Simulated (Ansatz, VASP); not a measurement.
Sn2Te in VASP and in Ansatz

```
CELL_PARAMETERS angstrom
4.32062 0.00000 0.00000
-2.16031 3.74177 0.00000
0.00000 0.00000 5.72579
ATOMIC_POSITIONS crystal
Sn 0.66667 0.33333 0.83956
Sn 0.33333 0.66667 0.16044
Te 0.00000 0.00000 0.50000
```

Change from the starting cell: species swapped into the Sc2C type (P-3m1, No. 164).

Alike in both runs: functional PBE; k mesh 12 × 12 × 6; occupations gaussian, width 0.1 eV; no spin polarisation.

Ansatz relaxed the structure, and its values are those at the end. VASP's run is a single point on that final structure, the one shown.

|  | VASP | Ansatz |
| --- | --- | --- |
| version | VASP 6.6.1 | Ansatz 0.2.0 |
| potentials or method | VASP PAW PBE potentials, release 64 (Sn_d, Te), cutoff 520 eV | scalar-relativistic, plane waves, PAW |
| valence electrons in the cell | 34 | 44 |

|  | VASP | Ansatz | Ansatz less VASP |
| --- | --- | --- | --- |
| gap on the k mesh at the Fermi level (eV) | none | none | - |
| pressure (GPa) | 0.0 | 0.0 | +0.02 |

A gap of «none» marks a metal or a gap that the smearing closes. The functional is the same, so the differences come from potentials, cutoffs and numerics. VASP's potentials hold 34 valence electrons a cell and Ansatz's 44, so a difference there can come from the potentials and not from the codes.

Spin-orbit coupling is off throughout.
